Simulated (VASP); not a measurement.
Input of a VASP 6.6.1 run:

INCAR

```
SYSTEM = SiNi
  ALGO = Normal
  EDIFF = 1E-7
  ENCUT = 520
  GGA = PS
  ISIF = 2
  ISMEAR = 0
  LASPH = .True.
  LCHARG = .False.
  LREAL = .False.
  LWAVE = .False.
  NBANDS = 38
  NELM = 60
  PREC = Accurate
  SIGMA = 0.1
```

File KPOINTS:

```
k-points
0
Gamma
  4 4 4
  0 0 0
```

POSCAR

```
SiNi
1.0
    4.4689358174      0.0000000000      0.0000000000
    0.0000000000      4.4689358174      0.0000000000
    0.0000000000      0.0000000000      4.4689358174
Si Ni
4 4
Direct
    0.8462669034      0.8462669034      0.8462669034
    0.6537330966      0.1537330966      0.3462669034
    0.3462669034      0.6537330966      0.1537330966
    0.1537330966      0.3462669034      0.6537330966
    0.1488310113      0.1488310113      0.1488310113
    0.3511689887      0.8511689887      0.6488310113
    0.6488310113      0.3511689887      0.8511689887
    0.8511689887      0.6488310113      0.3511689887
```

Potentials or basis: VASP PAW PBE potentials, release 64 (Si, Ni).

Launch:

```sh
$ cat potpaw_PBE.64/Si/POTCAR potpaw_PBE.64/Ni/POTCAR > POTCAR
$ mpirun -np 1 vasp_std > vasp.out
```

Q: What does it give for the largest force?

A: 0.016 eV/Å.

Q: Predict the pressure.

A: 0.2 GPa.

Q: Predict the band gap on the k mesh.

A: Zero (band 28 reaches 13.24 eV, above the bottom of band 29 at 12.01 eV).

Forces on the atoms (eV/Å):
```
Si   0.008  0.008  0.008
Si  -0.008 -0.008  0.008
Si   0.008 -0.008 -0.008
Si  -0.008  0.008 -0.008
Ni   0.009  0.009  0.009
Ni  -0.009 -0.009  0.009
Ni   0.009 -0.009 -0.009
Ni  -0.009  0.009 -0.009
```

Caveat: the PAW data sets were made with another functional, which shifts forces and pressure a little. Spin polarisation is off, so any magnetic state and its effect on volume and gap are missing.
